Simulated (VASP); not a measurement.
# Ge3PdRu (P4/mmm) in VASP: notebook

The runs below take Ge3PdRu through single point, with PBE.

All numbers are computed with VASP 6.6.1; they aren't measurements. Logs are shortened: lines on timing, memory, paths and dates and some standing lists are left out, and cuts for length are marked.

### Step 1. The cell of the first run

It takes space group P4/mmm (No. 123, tetragonal). Conventional cell: a = 4.408 Å, b = 4.408 Å, c = 5.353 Å, α = 90.00°, β = 90.00°, γ = 90.00°. Ge (site symmetry 4/mmm) has 2 Ru at 2.68 Å and 8 Ge at 3.47 Å within 3.5 Å. Ge (site symmetry mmm) has 2 Ru at 2.20 Å and 2 Pd at 2.20 Å within 2.9 Å. Within 2.9 Å of Ru (site symmetry 4/mmm) lie 6 Ge at 2.20 to 2.68 Å. Pd (site symmetry 4/mmm) has 4 Ge at 2.20 Å within 2.9 Å.

### Step 2. Single point, PBE

INCAR reads:

```
SYSTEM = Ge3PdRu
PREC = Accurate
ENCUT = 520
EDIFF = 1E-6
ISMEAR = 0
SIGMA = 0.1
LREAL = .FALSE.
LASPH = .TRUE.
NELM = 80
ALGO = Normal
ISIF = 2
LWAVE = .FALSE.
LCHARG = .TRUE.
GGA = PE
LELF = .TRUE.
LVHAR = .TRUE.
NBANDS = 41
```

KPOINTS reads:

```
Automatic mesh
0
G
  4 4 4
  0 0 0
```

POSCAR reads:

```
Ge3PdRu
1.0
    4.4080998900      0.0000000000      0.0000000000
    0.0000000000      4.4080998900      0.0000000000
    0.0000000000      0.0000000000      5.3530291900
Ge Ru Pd
3 1 1
Direct
    0.0000000000      0.0000000000      0.5000000000
    0.0000000000      0.5000000000      0.0000000000
    0.5000000000      0.0000000000      0.0000000000
    0.0000000000      0.0000000000      0.0000000000
    0.5000000000      0.5000000000      0.0000000000
```

Potentials or basis: VASP PAW PBE potentials, release 64 (Ge_d, Ru_pv, Pd).

Started as:

```console
$ cat potpaw_PBE.64/Ge_d/POTCAR potpaw_PBE.64/Ru_pv/POTCAR potpaw_PBE.64/Pd/POTCAR > POTCAR
$ mpirun -np 1 vasp_std > vasp.out
```

OUTCAR:

```text
SYSTEM = Ge3PdRu
   PREC = Accurate
   ENCUT = 520
   EDIFF = 1E-6
   ISMEAR = 0
   LREAL = .FALSE.
   LASPH = .TRUE.
   NELM = 80
   ISIF = 2
   GGA = PE

 ion  position               nearest neighbor table
   1  0.000  0.000  0.500-   4 2.68   4 2.68
   2  0.000  0.500  0.000-   4 2.20   5 2.20   4 2.20   5 2.20
   3  0.500  0.000  0.000-   4 2.20   5 2.20   5 2.20   4 2.20
   4  0.000  0.000  0.000-   2 2.20   3 2.20   2 2.20   3 2.20   1 2.68   1 2.68   5 3.12   5 3.12
                             5 3.12   5 3.12
   5  0.500  0.500  0.000-   2 2.20   3 2.20   3 2.20   2 2.20   4 3.12   4 3.12   4 3.12   4 3.12

  LATTYP: Found a simple tetragonal cell.
 ALAT       =     4.4080998900
 C/A-ratio  =     1.2143620434

  Lattice vectors:

 A1 = (   4.4080998900,   0.0000000000,   0.0000000000)
 A2 = (   0.0000000000,   4.4080998900,   0.0000000000)
 A3 = (   0.0000000000,   0.0000000000,   5.3530291900)

Analysis of symmetry for initial positions (statically):
=====================================================================
 Subroutine PRICEL returns:
 Original cell was already a primitive cell.

 Routine SETGRP: Setting up the symmetry group for a
 simple tetragonal supercell.

 Subroutine GETGRP returns: Found 16 space group operations
 (whereof 16 operations were pure point group operations)
 out of a pool of 16 trial point group operations.

The static configuration has the point symmetry D_4h.

Analysis of symmetry for dynamics (positions and initial velocities):
=====================================================================
 Subroutine PRICEL returns:
 Original cell was already a primitive cell.

 Routine SETGRP: Setting up the symmetry group for a
 simple tetragonal supercell.

 Subroutine GETGRP returns: Found 16 space group operations
 (whereof 16 operations were pure point group operations)
 out of a pool of 16 trial point group operations.

The dynamic configuration has the point symmetry D_4h.

 Subroutine INISYM returns: Found 16 space group operations
 (whereof 16 operations are pure point group operations),
 and found     1 'primitive' translations

----------------------------------------------------------------------------------------

                                     Primitive cell

[... 81 lines left out ...]
   ISTART =      0    job   : 0-new  1-cont  2-samecut
   ICHARG =      2    charge: 1-file 2-atom 10-const
   ISPIN  =      1    spin polarized calculation?
   LNONCOLLINEAR =      F non collinear calculations
   LSORBIT =      F    spin-orbit coupling
   LASPH  =      T    aspherical Exc in radial PAW
   ENCUT  =  520.0 eV  38.22 Ry    6.18 a.u.   8.20  8.20  9.95*2*pi/ulx,y,z
   NELM   =     80;   NELMIN=  2; NELMDL= -5     # of ELM steps
   EDIFF  = 0.1E-05   stopping-criterion for ELM
   LREAL  =      F    real-space projection
[... 7 lines left out ...]
   TEBEG  =    0.0;   TEEND  =   0.0 temperature during run
   PSTRESS=    0.0 pullay stress
   NELECT =      66.0000    total number of electrons
   NUPDOWN=      -1.0000    fix difference up-down
   EMIN   =  10.00;   EMAX   =-10.00  energy-range for DOS
   EFERMI =   0.00;   METHOD = LEGACY
   ISMEAR =     0;   SIGMA  =   0.10  broadening in eV -4-tet -1-fermi 0-gaus
   EFERMI_NEDOS =   21; number of points for ismear=-14 and -15
   IALGO  =     38    algorithm
   IMIX   =      4    mixing-type and parameters
     AMIX     =   0.40;   BMIX     =  1.00
     AMIX_MAG =   1.60;   BMIX_MAG =  1.00
  volume/ion in A,a.u.               =      20.80       140.39
  Fermi-wavevector in a.u.,A,eV,Ry     =   1.406766  2.658403 26.925817  1.978992
  Thomas-Fermi vector in A             =   2.529094
   LORBIT       =      0    0 simple, 1 ext, 2 COOP (PROOUT), +10 PAW based schemes
   GGA     = PE    functional components
   LHFCALC =     F    Hartree Fock is set to
   AEXX    =    0.0000 exact exchange contribution
   IVDW    =     0    specifies the selected vdW correction
   LEPSILON=     F    determine dielectric tensor
   LRPA    =     F    only Hartree local field effects (RPA)
 non-spin polarized calculation
 Gauss-broadening in eV      SIGMA  =   0.10
  energy-cutoff  :      520.00
  volume of cell :      104.02
 maximum number of plane-waves:      2852
 NGX is ok and might be reduce to    36
   NGX = 17   NGY = 17   NGZ = 19

 number of electron      66.0000005 magnetization

 Free energy of the ion-electron system (eV)
  ---------------------------------------------------
  ext. energy  EPLUGINS =         0.00000000
  ---------------------------------------------------
  free energy    TOTEN  =       -22.86658251 eV

  energy without entropy =      -22.83909882  energy(sigma->0) =      -22.85284066

 E-fermi :   6.3335     XC(G=0): -10.3976

 val. band max:        6.3121900699   @ k =   0.5000   0.0000   0.0000
 cond. band min:       6.3423926830   @ k =   0.5000   0.2500   0.2500
 fundamental gap:      0.0302026131
 Fermi energy:         6.3335138325

 k-point     1 :       0.0000    0.0000    0.0000
  band No.  band energies     occupation
      1     -36.7483      2.00000
      2     -36.7483      2.00000
      3     -36.1801      2.00000
      4     -19.2680      2.00000
      5     -19.2443      2.00000
      6     -19.1828      2.00000
[... 781 lines left out ...]
     40      13.2575      0.00000
     41      13.8305      0.00000

------------------------ aborting loop because EDIFF is reached ----------------------------------------

  FORCE on cell =-STRESS in cart. coord.  units (eV):
  Direction    XX          YY          ZZ          XY          YZ          ZX
  --------------------------------------------------------------------------------------
  -------------------------------------------------------------------------------------
  Total       33.2005520     33.2005520     -2.9776171      0.0000000      0.0000000      0.0000000
  in kB      511.3913999    511.3913999    -45.8645320      0.0000000      0.0000000      0.0000000
  external PRESSURE =     325.6394226 kB  Pullay stress =       0.0000000 kB

 VOLUME and BASIS-vectors are now :
 -----------------------------------------------------------------------------
  energy-cutoff  :      520.00
  volume of cell :      104.02
      direct lattice vectors                 reciprocal lattice vectors
     4.408099890  0.000000000  0.000000000     0.226855113  0.000000000  0.000000000
     0.000000000  4.408099890  0.000000000     0.000000000  0.226855113  0.000000000
     0.000000000  0.000000000  5.353029190     0.000000000  0.000000000  0.186810115

 POSITION                                       TOTAL-FORCE (eV/Angst)
 -----------------------------------------------------------------------------------
      0.00000      0.00000      2.67651         0.000000      0.000000      0.000000
      0.00000      2.20405      0.00000         0.000000      0.000000      0.000000
      2.20405      0.00000      0.00000         0.000000      0.000000      0.000000
      0.00000      0.00000      0.00000         0.000000      0.000000      0.000000
      2.20405      2.20405      0.00000         0.000000      0.000000      0.000000
 -----------------------------------------------------------------------------------
    total drift:                                0.000000     -0.000000     -0.000000

  FREE ENERGIE OF THE ION-ELECTRON SYSTEM (eV)
  ---------------------------------------------------
  free  energy   TOTEN  =       -22.8665825053 eV

  energy  without entropy=      -22.8390988211  energy(sigma->0) =      -22.85284066
```

OSZICAR:

```text
N       E                     dE             d eps       ncg     rms          rms(c)
DAV:   1     0.788879621621E+03    0.78888E+03   -0.32380E+04  1853   0.398E+03
DAV:   2     0.994598185440E+02   -0.68942E+03   -0.66410E+03  1476   0.101E+03
DAV:   3    -0.173003546219E+02   -0.11676E+03   -0.11376E+03  1716   0.228E+02
DAV:   4    -0.241718816049E+02   -0.68715E+01   -0.68395E+01  1612   0.657E+01
DAV:   5    -0.243857205161E+02   -0.21384E+00   -0.21369E+00  1875   0.114E+01    0.225E+01
DAV:   6    -0.236017462274E+02    0.78397E+00   -0.65455E+00  1627   0.135E+01    0.160E+01
DAV:   7    -0.233518857713E+02    0.24986E+00   -0.76307E+00  1532   0.138E+01    0.744E+00
DAV:   8    -0.228691097401E+02    0.48278E+00   -0.11870E+00  1587   0.760E+00    0.139E+00
DAV:   9    -0.228682965835E+02    0.81316E-03   -0.10307E-01  1681   0.207E+00    0.668E-01
DAV:  10    -0.228668138442E+02    0.14827E-02   -0.13502E-02  1727   0.109E+00    0.394E-01
DAV:  11    -0.228667439445E+02    0.69900E-04   -0.16892E-03  1846   0.393E-01    0.177E-01
DAV:  12    -0.228665836969E+02    0.16025E-03   -0.72188E-04  1826   0.215E-01    0.248E-02
DAV:  13    -0.228665811144E+02    0.25825E-05   -0.83632E-05  1651   0.835E-02    0.195E-02
DAV:  14    -0.228665821198E+02   -0.10054E-05   -0.55232E-06  1430   0.178E-02    0.326E-03
DAV:  15    -0.228665825053E+02   -0.38543E-06   -0.94636E-07  1001   0.764E-03
   1 F= -.22866583E+02 E0= -.22852841E+02  d E =-.274837E-01
```

Wall time 41 s (1 thread of Intel Xeon 6975P-C (Granite Rapids), shared host); peak memory 0.25 GiB.

Results:

| Quantity | Value |
| --- | --- |
| Free energy | -22.8666 eV |
| Pressure | 32.6 GPa |
| Band gap on the k mesh | zero (band 33 reaches 7.44 eV, above the bottom of band 34 at 5.95 eV) |

Stress tensor (GPa, compression positive):
```
51.14  0.00  0.00
 0.00 51.14  0.00
 0.00  0.00 -4.59
```

Levels at points of the mesh, in eV from the Fermi level:
| k point | band 31 | band 32 | band 33 | band 34 | band 35 | band 36 |
| --- | --- | --- | --- | --- | --- | --- |
| (0.00, 0.00, 0.00) | -2.21 | -1.65 | -0.44 | 0.98 | 1.16 | 1.16 |
| (0.50, 0.00, 0.00) | -1.46 | -0.23 | -0.17 | -0.02 | 1.61 | 1.72 |
| (0.50, 0.50, 0.00) | -2.29 | -1.07 | -0.38 | -0.38 | -0.29 | 0.75 |
| (0.00, 0.00, 0.50) | -2.49 | -1.65 | -1.59 | 0.39 | 1.67 | 1.67 |
| (0.50, 0.00, 0.50) | -2.79 | -0.28 | 1.11 | 1.24 | 1.87 | 1.90 |
| (0.50, 0.50, 0.50) | -2.78 | -2.21 | -0.12 | 0.24 | 0.24 | 1.33 |

### Step 3. Single point, PBE

This run uses another cell than the first one, of 23.46 Å³/atom, 1.128 times its volume.

INCAR reads:

```
ALGO = Normal
EDIFF = 1E-6
ENCUT = 520
GGA = PE
ISIF = 2
ISMEAR = 0
LASPH = T
LCHARG = T
LELF = T
LREAL = F
LVHAR = T
LWAVE = F
NBANDS = 41
NELM = 60
PREC = Accurate
SIGMA = 0.1
```

KPOINTS reads:

```
k-points
0
Gamma
  4 4 4
```

Edit POSCAR of step 2 so:

```diff
@@ -2,5 +2,5 @@
 1.0
-    4.4080998900      0.0000000000      0.0000000000
-    0.0000000000      4.4080998900      0.0000000000
-    0.0000000000      0.0000000000      5.3530291900
+    4.9580378235      0.0000000000      0.0000000000
+    0.0000000000      4.9580378235      0.0000000000
+    0.0000000000      0.0000000000      4.7718005368
 Ge Ru Pd
```

Potentials or basis: VASP PAW PBE potentials, release 64 (Ge_d, Ru_pv, Pd).

Started as:

```console
$ cat potpaw_PBE.64/Ge_d/POTCAR potpaw_PBE.64/Ru_pv/POTCAR potpaw_PBE.64/Pd/POTCAR > POTCAR
$ mpirun -np 1 vasp_std > vasp.out
```

OUTCAR:

```text
EDIFF = 1E-6
   ENCUT = 520
   GGA = PE
   ISIF = 2
   ISMEAR = 0
   LASPH = T
   LREAL = F
   NELM = 60
   PREC = Accurate

 ion  position               nearest neighbor table
   1  0.000  0.000  0.500-   4 2.39   4 2.39
   2  0.000  0.500  0.000-   4 2.48   5 2.48   4 2.48   5 2.48
   3  0.500  0.000  0.000-   4 2.48   5 2.48   5 2.48   4 2.48
   4  0.000  0.000  0.000-   1 2.39   1 2.39   3 2.48   2 2.48   2 2.48   3 2.48
   5  0.500  0.500  0.000-   2 2.48   3 2.48   3 2.48   2 2.48

  LATTYP: Found a simple tetragonal cell.
 ALAT       =     4.9580378235
 C/A-ratio  =     0.9624373001

  Lattice vectors:

 A1 = (   4.9580378235,   0.0000000000,   0.0000000000)
 A2 = (   0.0000000000,   4.9580378235,   0.0000000000)
 A3 = (   0.0000000000,   0.0000000000,   4.7718005368)

Analysis of symmetry for initial positions (statically):
=====================================================================
 Subroutine PRICEL returns:
 Original cell was already a primitive cell.

[... 168 lines left out ...]

 E-fermi :   5.2574     XC(G=0):  -9.9120

 val. band max:        5.2392652762   @ k =   0.2500   0.0000   0.0000
 cond. band min:       5.2728311560   @ k =   0.5000   0.2500   0.0000
 fundamental gap:      0.0335658798
 Fermi energy:         5.2574021288

 k-point     1 :       0.0000    0.0000    0.0000
  band No.  band energies     occupation
      1     -37.8263      2.00000
      2     -37.5876      2.00000
      3     -37.5876      2.00000
      4     -20.1716      2.00000
      5     -20.1685      2.00000
      6     -20.0599      2.00000
[... 781 lines left out ...]
     40      12.2623      0.00000
     41      12.2625      0.00000

------------------------ aborting loop because EDIFF is reached ----------------------------------------

  FORCE on cell =-STRESS in cart. coord.  units (eV):
  Direction    XX          YY          ZZ          XY          YZ          ZX
  --------------------------------------------------------------------------------------
  -------------------------------------------------------------------------------------
  Total        0.1594182      0.1594182      0.0529508      0.0000000      0.0000000      0.0000000
  in kB        2.1774420      2.1774420      0.7232374      0.0000000      0.0000000      0.0000000
  external PRESSURE =       1.6927071 kB  Pullay stress =       0.0000000 kB

 VOLUME and BASIS-vectors are now :
 -----------------------------------------------------------------------------
  energy-cutoff  :      520.00
  volume of cell :      117.30
      direct lattice vectors                 reciprocal lattice vectors
     4.958037823  0.000000000  0.000000000     0.201692693  0.000000000  0.000000000
     0.000000000  4.958037823  0.000000000     0.000000000  0.201692693  0.000000000
     0.000000000  0.000000000  4.771800537     0.000000000  0.000000000  0.209564501

 POSITION                                       TOTAL-FORCE (eV/Angst)
 -----------------------------------------------------------------------------------
      0.00000      0.00000      2.38590         0.000000      0.000000      0.000000
      0.00000      2.47902      0.00000         0.000000      0.000000      0.000000
      2.47902      0.00000      0.00000         0.000000      0.000000      0.000000
      0.00000      0.00000      0.00000         0.000000      0.000000      0.000000
      2.47902      2.47902      0.00000         0.000000      0.000000      0.000000
 -----------------------------------------------------------------------------------
    total drift:                               -0.000000      0.000000     -0.000000

  FREE ENERGIE OF THE ION-ELECTRON SYSTEM (eV)
  ---------------------------------------------------
  free  energy   TOTEN  =       -26.7253971394 eV

  energy  without entropy=      -26.7031209679  energy(sigma->0) =      -26.71425905
```

Run time: 54 s. Hardware: 1 thread of Intel Xeon 6975P-C (Granite Rapids), shared host; peak memory 0.27 GiB.

What came out:

```
Free energy            : -26.7254 eV
Pressure               : 0.2 GPa
Band gap on the k mesh : zero (band 33 reaches 5.36 eV, above the bottom of band 34 at 5.06 eV)
```

Levels at points of the mesh, in eV from the Fermi level:
```
           k point  band 31  band 32  band 33  band 34  band 35  band 36
(0.00, 0.00, 0.00)    -2.24    -1.47    -0.16     0.46     0.46     0.60
(0.50, 0.00, 0.00)    -1.24    -1.23     0.02     0.05     0.28     0.79
(0.50, 0.50, 0.00)    -2.16    -0.94    -0.60    -0.14    -0.14     1.83
(0.00, 0.00, 0.50)    -2.43    -1.46    -1.15    -0.20     0.80     1.39
(0.50, 0.00, 0.50)    -2.37    -0.13     0.04     0.53     0.57     0.93
(0.50, 0.50, 0.50)    -2.23    -2.09    -0.38     0.53     0.53     1.35
```
